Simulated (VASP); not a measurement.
# MgO (Periclase) (Fm-3m) in VASP: further runs

The runs below take MgO (Periclase) through relaxation of cell and atoms, with PBE.

Everything below comes from runs of VASP 6.6.1. Logs are shortened: lines on timing, memory, paths and dates and some standing lists are left out, and cuts for length are marked.

**1. The cell of the first run**

The structure is cubic, space group Fm-3m (No. 225). The conventional cell has a = 4.217 Å, b = 4.217 Å, c = 4.217 Å, α = 90.00°, β = 90.00°, γ = 90.00°. Mg (site symmetry m-3m) has 6 O at 2.11 Å within 2.8 Å. O (site symmetry m-3m) has 6 Mg at 2.11 Å within 2.8 Å.

**2. Relaxation of cell and atoms, PBE, target pressure 0.61 GPa, at which the enthalpy is minimised**

INCAR

```
SYSTEM = MgO
  ALGO = Normal
  EDIFF = 1E-7
  EDIFFG = -0.05
  ENCUT = 600
  GGA = PE
  GGA_COMPAT = .FALSE.
  IBRION = 2
  ISIF = 3
  ISMEAR = 0
  LASPH = .TRUE.
  LCHARG = .FALSE.
  LREAL = .FALSE.
  LWAVE = .FALSE.
  NELM = 120
  NELMIN = 4
  NSW = 80
  PREC = Accurate
  PSTRESS = 6.1
  SIGMA = 0.1
```

KPOINTS

```
k-points
0
G
  8 8 8
  0 0 0
```

POSCAR

```
MgO
1.0
    0.0000000000      2.1085000000      2.1085000000
    2.1085000000      0.0000000000      2.1085000000
    2.1085000000      2.1085000000      0.0000000000
Mg O
1 1
Direct
    0.0000000000      0.0000000000      0.0000000000
    0.5000000000      0.5000000000      0.5000000000
```

Potentials or basis: VASP PAW PBE potentials, release 64 (Mg, O).

On the command line:

```sh
$ cat potpaw_PBE.64/Mg/POTCAR potpaw_PBE.64/O/POTCAR > POTCAR
$ mpirun -np 1 vasp_std > vasp.out
```

OUTCAR:

```text
SYSTEM = MgO
   EDIFF = 1E-7
   EDIFFG = -0.05
   ENCUT = 600
   GGA = PE
   IBRION = 2
   ISIF = 3
   ISMEAR = 0
   LASPH = .TRUE.
   LREAL = .FALSE.
   NELM = 120
   NELMIN = 4
   NSW = 80
   PREC = Accurate
   PSTRESS = 6.1

 ion  position               nearest neighbor table
   1  0.000  0.000  0.000-   2 2.11   2 2.11   2 2.11   2 2.11   2 2.11   2 2.11
   2  0.500  0.500  0.500-   1 2.11   1 2.11   1 2.11   1 2.11   1 2.11   1 2.11

  LATTYP: Found a face centered cubic cell.
 ALAT       =     4.2170000000

  Lattice vectors:

 A1 = (   0.0000000000,   2.1085000000,   2.1085000000)
 A2 = (   2.1085000000,   0.0000000000,   2.1085000000)
 A3 = (   2.1085000000,   2.1085000000,   0.0000000000)

Analysis of symmetry for initial positions (statically):
=====================================================================
 Subroutine PRICEL returns:
 Original cell was already a primitive cell.

 Routine SETGRP: Setting up the symmetry group for a
 face centered cubic supercell.

 Subroutine GETGRP returns: Found 48 space group operations
 (whereof 48 operations were pure point group operations)
 out of a pool of 48 trial point group operations.

The static configuration has the point symmetry O_h .

Analysis of symmetry for dynamics (positions and initial velocities):
=====================================================================
 Subroutine PRICEL returns:
 Original cell was already a primitive cell.

 Routine SETGRP: Setting up the symmetry group for a
 face centered cubic supercell.

 Subroutine GETGRP returns: Found 48 space group operations
 (whereof 48 operations were pure point group operations)
 out of a pool of 48 trial point group operations.

The dynamic configuration has the point symmetry O_h .

 Subroutine INISYM returns: Found 48 space group operations
 (whereof 48 operations are pure point group operations),
 and found     1 'primitive' translations

----------------------------------------------------------------------------------------

                                     Primitive cell

  volume of cell :      18.7478

  direct lattice vectors                    reciprocal lattice vectors
     0.000000000  2.108500000  2.108500000    -0.237135404  0.237135404  0.237135404
     2.108500000  0.000000000  2.108500000     0.237135404 -0.237135404  0.237135404
     2.108500000  2.108500000  0.000000000     0.237135404  0.237135404 -0.237135404

  length of vectors
     2.981869296  2.981869296  2.981869296     0.410730569  0.410730569  0.410730569

  position of ions in fractional coordinates (direct lattice)
     0.000000000  0.000000000  0.000000000
     0.500000000  0.500000000  0.500000000

  ion indices of the primitive-cell ions
   primitive index   ion index
                 1           1
                 2           2

----------------------------------------------------------------------------------------

 KPOINTS: k-points

Automatic generation of k-mesh.
 Grid dimensions read from file:
 generate k-points for:    8    8    8

 Generating k-lattice:

  Cartesian coordinates                     Fractional coordinates (reciprocal lattice)
    -0.029641926  0.029641926  0.029641926     0.125000000  0.000000000  0.000000000
     0.029641926 -0.029641926  0.029641926     0.000000000  0.125000000  0.000000000
     0.029641926  0.029641926 -0.029641926     0.000000000  0.000000000  0.125000000

  Length of vectors
     0.051341321  0.051341321  0.051341321

  Shift w.r.t. Gamma in fractional coordinates (k-lattice)
     0.000000000  0.000000000  0.000000000

[... 51 lines left out ...]
   LREAL  =      F    real-space projection
   EDIFFG = -.5E-01   stopping-criterion for IOM
   NSW    =     80    number of steps for IOM
   IBRION =      2    ionic relax: 0-MD 1-quasi-New 2-CG
   NFREE  =      1    steps in history (QN), initial steepest desc. (CG)
   ISIF   =      3    stress and relaxation
   ISYM   =      2    0-nonsym 1-usesym 2-fastsym
   POTIM  = 0.5000    time-step for ionic-motion
   TEBEG  =    0.0;   TEEND  =   0.0 temperature during run
   PSTRESS=    6.1 pullay stress
   NELECT =       8.0000    total number of electrons
   NUPDOWN=      -1.0000    fix difference up-down
   EMIN   =  10.00;   EMAX   =-10.00  energy-range for DOS
   EFERMI =   0.00;   METHOD = LEGACY
   ISMEAR =     0;   SIGMA  =   0.10  broadening in eV -4-tet -1-fermi 0-gaus
   EFERMI_NEDOS =   21; number of points for ismear=-14 and -15
   IALGO  =     38    algorithm
   IMIX   =      4    mixing-type and parameters
     AMIX     =   0.40;   BMIX     =  1.00
     AMIX_MAG =   1.60;   BMIX_MAG =  1.00
  volume/ion in A,a.u.               =       9.37        63.26
  Fermi-wavevector in a.u.,A,eV,Ry     =   1.232503  2.329092 20.668107  1.519063
  Thomas-Fermi vector in A             =   2.367270
   LORBIT       =      0    0 simple, 1 ext, 2 COOP (PROOUT), +10 PAW based schemes
   GGA     = PE    functional components
   LHFCALC =     F    Hartree Fock is set to
   AEXX    =    0.0000 exact exchange contribution
   IVDW    =     0    specifies the selected vdW correction
   LEPSILON=     F    determine dielectric tensor
   LRPA    =     F    only Hartree local field effects (RPA)
 conjugate gradient relaxation of ions
 non-spin polarized calculation
 Gauss-broadening in eV      SIGMA  =   0.10
  energy-cutoff  :      600.00
  volume of cell :       18.75
 maximum number of plane-waves:       638
   NGX = 11   NGY = 11   NGZ = 11

--------------------------------------- Ionic step        1  -------------------------------------------

 number of electron       8.0000005 magnetization

 Free energy of the ion-electron system (eV)
  ---------------------------------------------------
  ext. energy  EPLUGINS =         0.00000000
  ---------------------------------------------------
  free energy    TOTEN  =       -11.91055272 eV

  energy without entropy =      -11.91055272  energy(sigma->0) =      -11.91055272

------------------------ aborting loop because EDIFF is reached ----------------------------------------

  FORCE on cell =-STRESS in cart. coord.  units (eV):
  Direction    XX          YY          ZZ          XY          YZ          ZX
  --------------------------------------------------------------------------------------
  -------------------------------------------------------------------------------------
  Total        0.3648983      0.3648983      0.3648983      0.0000000     -0.0000000      0.0000000
  in kB       31.1839861     31.1839861     31.1839861      0.0000000     -0.0000000      0.0000000
  external PRESSURE =      25.0839861 kB  Pullay stress =       6.1000000 kB

 VOLUME and BASIS-vectors are now :
 -----------------------------------------------------------------------------
  energy-cutoff  :      600.00
  volume of cell :       18.75
      direct lattice vectors                 reciprocal lattice vectors
     0.000000000  2.108500000  2.108500000    -0.237135404  0.237135404  0.237135404
     2.108500000  0.000000000  2.108500000     0.237135404 -0.237135404  0.237135404
     2.108500000  2.108500000  0.000000000     0.237135404  0.237135404 -0.237135404

 POSITION                                       TOTAL-FORCE (eV/Angst)
 -----------------------------------------------------------------------------------
      0.00000      0.00000      0.00000         0.000000      0.000000      0.000000
      2.10850      2.10850      2.10850        -0.000000     -0.000000      0.000000
 -----------------------------------------------------------------------------------
    total drift:                               -0.000000     -0.000000      0.000000

  FREE ENERGIE OF THE ION-ELECTRON SYSTEM (eV)
  ---------------------------------------------------
  free  energy   TOTEN  =       -11.9105527248 eV

  energy  without entropy=      -11.9105527248  energy(sigma->0) =      -11.91055272

  enthalpy is  TOTEN    =       -11.8391737897 eV   P V=        0.0713789351

--------------------------------------- Ionic step        2  -------------------------------------------

 number of electron       8.0000004 magnetization

 Free energy of the ion-electron system (eV)
  ---------------------------------------------------
  ext. energy  EPLUGINS =         0.00000000
  ---------------------------------------------------
  free energy    TOTEN  =       -11.91411128 eV

  energy without entropy =      -11.91411128  energy(sigma->0) =      -11.91411128

 E-fermi :   3.4746     XC(G=0): -10.9620

 val. band max:        3.0023892028   @ k =   0.0000   0.0000   0.0000
 cond. band min:       7.4934742476   @ k =   0.0000   0.0000   0.0000
 fundamental gap:      4.4910850448
 Fermi energy:         3.4745973004

 k-point     1 :       0.0000    0.0000    0.0000
  band No.  band energies     occupation
      1     -14.1357      2.00000
      2       3.0024      2.00000
      3       3.0024      2.00000
      4       3.0024      2.00000
      5       7.4935      0.00000
      6      18.6643      0.00000
      7      18.6643      0.00000
      8      18.6643      0.00000
[... 243 lines left out ...]
 k-point    24 :      -0.3750    0.2500    0.1250
  band No.  band energies     occupation
      1     -12.7689      2.00000
      2      -0.9019      2.00000
      3       1.1226      2.00000
      4       2.0485      2.00000
      5      12.5012      0.00000
      6      14.9617      0.00000
      7      16.2351      0.00000
      8      19.6006      0.00000

 [... further k-points ...]
[... 5 lines left out ...]
  --------------------------------------------------------------------------------------
  -------------------------------------------------------------------------------------
  Total       -0.0251478     -0.0251478     -0.0251478     -0.0000000     -0.0000000      0.0000000
  in kB       -2.1041078     -2.1041078     -2.1041078     -0.0000000     -0.0000000      0.0000000
  external PRESSURE =      -8.2041078 kB  Pullay stress =       6.1000000 kB

 VOLUME and BASIS-vectors are now :
 -----------------------------------------------------------------------------
  energy-cutoff  :      600.00
  volume of cell :       19.15
      direct lattice vectors                 reciprocal lattice vectors
     0.000000000  2.123428342  2.123428342    -0.235468271  0.235468271  0.235468271
     2.123428342  0.000000000  2.123428342     0.235468271 -0.235468271  0.235468271
     2.123428342  2.123428342  0.000000000     0.235468271  0.235468271 -0.235468271

 POSITION                                       TOTAL-FORCE (eV/Angst)
 -----------------------------------------------------------------------------------
      0.00000      0.00000      0.00000        -0.000000      0.000000     -0.000000
      2.12343      2.12343      2.12343         0.000000     -0.000000      0.000000
 -----------------------------------------------------------------------------------
    total drift:                               -0.000000     -0.000000      0.000000

  FREE ENERGIE OF THE ION-ELECTRON SYSTEM (eV)
  ---------------------------------------------------
  free  energy   TOTEN  =       -11.9141112804 eV

  energy  without entropy=      -11.9141112804  energy(sigma->0) =      -11.91411128

  enthalpy is  TOTEN    =       -11.8412054808 eV   P V=        0.0729057996

 reached required accuracy - stopping structural energy minimisation
```

It took 11 s on 1 thread of Intel Xeon 8259CL, shared host; peak memory 0.14 GiB.

Results:

| Property | Result |
| --- | --- |
| Free energy | -11.9141 eV |
| Relaxed volume | 9.57 Å³/atom |
| Relaxed cell | a = 3.003 Å, b = 3.003 Å, c = 3.003 Å, α = 60.00°, β = 60.00°, γ = 60.00° |
| Space group after relaxing (to 0.05 Å) | Fm-3m (No. 225) |
| Energy change on relaxing (the enthalpy is what falls) | -1.8 meV/atom |
| Ionic steps | 2 |
| Pressure after relaxing | -0.2 GPa |
| Band gap on the k mesh | 4.49 eV, direct |

The path:
```tsv
step	energy change (eV)	largest force (eV/Å)	pressure (GPa)	volume (Å³)
1	0.0000	0.0000	3.12	18.75
2	-0.0036	0.0000	-0.21	19.15
```

Final structure:
```
CELL_PARAMETERS angstrom
0.00000 2.12343 2.12343
2.12343 0.00000 2.12343
2.12343 2.12343 0.00000
ATOMIC_POSITIONS crystal
Mg 0.00000 0.00000 0.00000
O 0.50000 0.50000 0.50000
```

Caveat: the cell is relaxed towards a set pressure, so the enthalpy falls and the energy may rise. Zero-point motion and thermal expansion aren't in these numbers.

**3. Relaxation of cell and atoms, PBE, target pressure 0.61 GPa, at which the enthalpy is minimised**

This run uses another cell than the first one, of 9.57 Å³/atom, 1.021 times its volume.

INCAR

```
SYSTEM = MgO
ALGO     = Normal         ! electronic algorithm
EDIFF    = 1E-7           ! SCF threshold, eV
EDIFFG   = -0.002         ! ionic threshold
ENCUT    = 600            ! plane-wave cutoff, eV
GGA      = PE             ! functional
GGA_COMPAT= .False.      
IBRION   = 2              ! ionic algorithm
ISIF     = 3              ! what is computed and relaxed
ISMEAR   = 0              ! smearing method
LASPH    = .True.         ! aspherical terms in the spheres
LCHARG   = .False.        ! write CHGCAR
LREAL    = .False.        ! projectors in reciprocal space
LWAVE    = .False.        ! write WAVECAR
NELM     = 120            ! most SCF steps
NELMIN   = 4            
NSW      = 80             ! ionic steps
PREC     = Accurate       ! precision mode
PSTRESS  = 6.1          
SIGMA    = 0.01           ! smearing width, eV
```

KPOINTS

```
k-points
0
Gamma
  10 10 10
  0 0 0
```

POSCAR

```
MgO
1.0
    0.0000000000      2.1229940903      2.1229940903
    2.1229940903      0.0000000000      2.1229940903
    2.1229940903      2.1229940903      0.0000000000
Mg O
1 1
Direct
    0.0000000000      0.0000000000      0.0000000000
    0.5000000000      0.5000000000      0.5000000000
```

Potentials or basis: VASP PAW PBE potentials, release 64 (Mg, O).

On the command line:

```sh
$ cat potpaw_PBE.64/Mg/POTCAR potpaw_PBE.64/O/POTCAR > POTCAR
$ mpirun -np 1 vasp_std > vasp.out
```

It took 19 s on 1 thread of Intel Xeon 8259CL, shared host; peak memory 0.15 GiB.

Results (log left out):

```yaml
Free_energy: -11.9148 eV
Relaxed_volume: 9.52 Å³/atom
Relaxed_cell: a = 2.997 Å, b = 2.997 Å, c = 2.997 Å, α = 60.00°, β = 60.00°, γ = 60.00°
Space_group_after_relaxing_to_0.05_Å: Fm-3m (No. 225)
Energy_change_on_relaxing_the_enthalpy_is_what_falls: +0.1 meV/atom
Ionic_steps: 3
Pressure_after_relaxing: 0.6 GPa
Band_gap_on_the_k_mesh: 4.54 eV, direct
```

The path:
```csv
step,energy change (eV),largest force (eV/Å),pressure (GPa),volume (Å³)
1,0.0000,0.0000,-0.14,19.14
2,0.0003,0.0000,0.86,19.01
3,0.0001,0.0000,0.61,19.04
```

Final structure:
```yaml
crystal:
  lattice:
    - [0.00000, 2.11951, 2.11951]
    - [2.11951, 0.00000, 2.11951]
    - [2.11951, 2.11951, 0.00000]
  atoms:
    - { symbol: Mg, position: [0.00000, 0.00000, 0.00000] }
    - { symbol: O, position: [0.50000, 0.50000, 0.50000] }
```

Levels at points of the mesh, in eV from the valence-band top:
| k point | band 2 | band 3 | band 4 | band 5 | band 6 | band 7 |
| --- | --- | --- | --- | --- | --- | --- |
| (0.00, 0.00, 0.00) | 0.00 | 0.00 | 0.00 | 4.54 | 15.69 | 15.69 |
| (0.50, 0.00, 0.00) | -4.53 | -0.63 | -0.63 | 7.78 | 12.39 | 16.12 |
| (0.50, 0.50, 0.00) | -4.01 | -1.32 | -1.32 | 9.10 | 9.76 | 12.90 |

Caveat: the cell is relaxed towards a set pressure, so the enthalpy falls and the energy may rise. Expect the measured gap to be larger: semilocal functionals such as PBE lack the derivative discontinuity.
